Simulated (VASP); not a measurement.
**BeTe: single point with PBE**

Crystal: BeTe.

```
CELL_PARAMETERS angstrom
0.00000 2.82862 2.82862
2.82862 0.00000 2.82862
2.82862 2.82862 0.00000
ATOMIC_POSITIONS crystal
Be 0.00000 0.00000 0.00000
Te 0.25000 0.25000 0.25000
```

```yaml
Program: VASP 6.6.1
Task: single point
Functional: PBE
Potentials_or_basis: VASP PAW PBE potentials, release 64 (Be, Te)
Cutoff: 520 eV
k_mesh: 8 × 8 × 8
Occupations: gaussian, width 0.01 eV
Spin: no spin polarisation
Dipole_correction: no
Further_INCAR_settings: ALGO = Normal; EDIFF = 1e-07; NBANDS = 11
```

| Item | Value |
| --- | --- |
| Pressure | 0.3 GPa |
| Band gap on the k mesh | 2.01 eV, indirect (least direct gap 3.62 eV) |

Levels at points of the mesh, in eV from the valence-band top:
```tsv
k point	band 1	band 2	band 3	band 4	band 5	band 6	band 7	band 8	band 9
(0.00, 0.00, 0.00)	-12.21	0.00	0.00	0.00	3.62	3.62	3.62	3.72	8.30
(0.50, 0.00, 0.00)	-10.90	-5.46	-1.11	-1.11	3.04	4.60	4.60	7.82	10.88
(0.50, 0.50, 0.00)	-10.42	-5.04	-2.59	-2.59	2.01	2.68	9.62	9.62	11.47
```

It took 22 s on 1 thread of Intel Xeon 8259CL (shared host), peak memory 0.17 GiB.

Caveat: spin-orbit coupling is left out, which moves the levels of the heavy elements. A k mesh can miss the band edges.
